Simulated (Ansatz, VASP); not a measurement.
SiO2 in VASP and in Ansatz

```
Si O
1.0
     5.10915    0.00000    0.00000
    -2.55458    4.42465    0.00000
     0.00000    0.00000    5.59590
Si O
3 6
Direct
  0.50000 0.50000 0.33333
  0.00000 0.50000 0.66667
  0.50000 0.00000 0.00000
  0.20824 0.79176 0.83333
  0.41648 0.20824 0.16667
  0.20824 0.41648 0.50000
  0.79176 0.20824 0.83333
  0.58352 0.79176 0.16667
  0.79176 0.58352 0.50000
```

Alike in both runs: task single point; functional r2SCAN; k mesh 6 × 6 × 4; no spin polarisation.

|  | VASP | Ansatz |
| --- | --- | --- |
| version | VASP 6.6.1 | Ansatz 0.2.0 |
| potentials or method | VASP PAW PBE potentials, release 64 (Si, O) | plane waves, PAW |
| plane-wave cutoff (eV) | 520 | 500 |
| occupations | gaussian, width 0.01 eV | fixed |
| valence electrons in the cell | 48 | 48 |

```tsv
	VASP	Ansatz	Ansatz less VASP
gap on the k mesh at the Fermi level (eV)	6.13	6.14	+0.004
pressure (GPa)	-5.1	-5.3	-0.14
rms of the force components (eV/Å)	0.112	0.107	-0.0051
```

VASP's potentials were made for PBE, not for r2SCAN. Atom by atom the forces differ by 0.005 eV/Å (rms over components).
